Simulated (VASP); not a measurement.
Input of a VASP 6.6.1 run:

Contents of INCAR:

```
SYSTEM = SrRe
ALGO = Fast
EDIFF = 1E-6
ENCUT = 520
GGA = PE
ISIF = 2
ISMEAR = 0
LASPH = .True.
LCHARG = .False.
LREAL = .False.
LWAVE = .False.
NBANDS = 16
NELM = 80
PREC = Accurate
SIGMA = 0.1
```

KPOINTS

```
k-points
0
Gamma
  6 6 4
  0 0 0
```

Contents of POSCAR:

```
SrRe
1.0
    2.9840576611     -0.0000000022      0.0000000000
   -1.4920288286      2.5842697420      0.0000000000
    0.0000000000      0.0000000000      5.4929901691
Sr Re
1 1
Direct
    0.3333333333      0.6666666667      0.5000000000
    0.0000000000      0.0000000000      0.0000000000
```

Potentials or basis: VASP PAW PBE potentials, release 64 (Sr_sv, Re).

The run is started by

```console
$ cat potpaw_PBE.64/Sr_sv/POTCAR potpaw_PBE.64/Re/POTCAR > POTCAR
$ mpirun -np 1 vasp_std > vasp.out
```

What does it give for the pressure?

0.1 GPa.

Stress tensor (GPa, compression positive):
```
 0.27  0.00  0.00
 0.00  0.27  0.00
 0.00  0.00 -0.26
```

Caveat: the k points lie up to 0.41 Å⁻¹ apart.
